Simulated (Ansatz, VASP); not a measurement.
CoO in VASP and in Ansatz

```
Co O
1.0
     1.50547    0.86918    2.43993
    -1.50547    0.86918    2.43993
     0.00000   -1.73837    2.43993
Co O
1 1
Direct
  0.00000 0.00000 0.00000
  0.50000 0.50000 0.50000
```

Alike in both runs: functional LDA; k mesh 11 × 11 × 11; occupations fermi-dirac, width 0.05 eV; collinear spin.

|  | VASP | Ansatz |
| --- | --- | --- |
| version | VASP 6.6.1 | Ansatz 0.2.0 |
| potentials or method | VASP PAW LDA potentials, release 64 (Co, O), cutoff 520 eV | all-electron LAPW, scalar-relativistic |
| task | single point | band structure |

|  | VASP | Ansatz | Ansatz less VASP |
| --- | --- | --- | --- |
| gap on the k mesh at the Fermi level (eV) | none | none | - |
| pressure (GPa) | -19.3 | -17.9 | +1.41 |
| traceless stress, the component that is largest in VASP (GPa) | -0.12 | -0.14 | -0.016 |
| net moment per atom (μB) | 1.35 | 1.42 | +0.070 |
| size of the moment on the site where the two differ most (μB) | 2.37 | 2.49 | +0.124 |

LDA's correlation is that of Perdew and Zunger in VASP and of Perdew and Wang (1992) in Ansatz. Site moments also hang on the region over which each program counts them. A gap of «none» marks a metal or a gap that the smearing closes. Ansatz ran all-electron here, and VASP with PAW potentials.
